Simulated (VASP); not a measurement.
Input of a VASP 6.6.1 run:

File INCAR:

```
SYSTEM = C
PREC     = Accurate       ! precision mode
ENCUT    = 1300           ! plane-wave cutoff, eV
EDIFF    = 1E-6           ! SCF threshold, eV
ISMEAR   = 0              ! smearing method
SIGMA    = 0.01           ! smearing width, eV
LREAL    = .False.        ! projectors in reciprocal space
LASPH    = .True.         ! aspherical terms in the spheres
NELM     = 120            ! most SCF steps
ALGO     = Normal         ! electronic algorithm
ISIF     = 2              ! what is computed and relaxed
LWAVE    = .False.        ! write WAVECAR
LCHARG   = .False.        ! write CHGCAR
GGA      = PS             ! functional
NBANDS   = 11             ! bands
GGA_COMPAT= .False.
```

File KPOINTS:

```
regular mesh
0
Gamma
  12 12 12
  0 0 0
```

POSCAR

```
C
1.0
    1.7583660182      1.7583660182      0.0000000000
   -1.7583660182      1.7583660182      0.0000000000
    0.0000000000      1.7583660182      1.7583660182
C
2
Direct
    0.5000000000      0.5000000000      0.0000000000
    0.7500000000      0.2500000000      0.5000000000
```

Potentials or basis: VASP PAW PBE potentials, release 64 (C_h).

Command:

```sh
$ cat potpaw_PBE.64/C_h/POTCAR > POTCAR
$ mpirun -np 1 vasp_std > vasp.out
```

(1) Predict the band gap on the k mesh.

(2) Estimate the pressure.

Answers

(1) 4.14 eV (least direct gap 5.66 eV).

(2) 15.2 GPa.

Caveat: the cell stands under pressure; the PAW data sets were made with another functional, which shifts forces and pressure a little.
